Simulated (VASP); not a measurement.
Mo: single point with PBEsol+D4

Crystal: Mo.

```
Mo
1.0
    -1.55823    1.55823    1.55823
     1.55823   -1.55823    1.55823
     1.55823    1.55823   -1.55823
Mo
1
Direct
  0.00000 0.00000 0.00000
```

| Quantity | Value |
| --- | --- |
| Program | VASP 6.6.1 |
| Task | single point |
| Functional | PBEsol |
| Dispersion | D4 |
| Potentials or basis | VASP PAW PBE potentials, release 64 (Mo_sv) |
| Cutoff | 520 eV |
| k mesh | 12 × 12 × 12 |
| Occupations | fermi-dirac, width 0.05 eV |
| Spin | no spin polarisation |
| Dipole correction | no |
| Further INCAR settings | ALGO = Normal; EDIFF = 1e-06; NBANDS = 13 |

```yaml
Pressure: 0.6 GPa
Band_gap_on_the_k_mesh: zero (band 7 reaches 17.19 eV, above the bottom of band 8 at 11.56 eV)
Dispersion_energy_per_atom: -0.367 eV
```

Levels at points of the mesh, in eV from the Fermi level:
```
           k point  band 3  band 4  band 5  band 6  band 7  band 8  band 9  band 10  band 11  band 12
(0.00, 0.00, 0.00)  -34.35  -34.35   -7.33   -1.37   -1.37   -1.37    1.77     1.77    14.92    14.92
(0.50, 0.00, 0.00)  -34.84  -34.36   -5.49   -3.51    1.80    1.82    2.48     5.08    12.06    12.21
(0.50, 0.50, 0.50)  -35.42  -35.42   -5.66   -5.66    4.26    4.26    4.26     9.34     9.34     9.34
```

Run time: 16 s on 1 thread of Intel Xeon 8259CL (shared host), peak memory 0.13 GiB.

Caveat: the PAW data sets were made with another functional, which shifts forces and pressure a little; pairwise dispersion overbinds metals, which lowers pressure and volume.
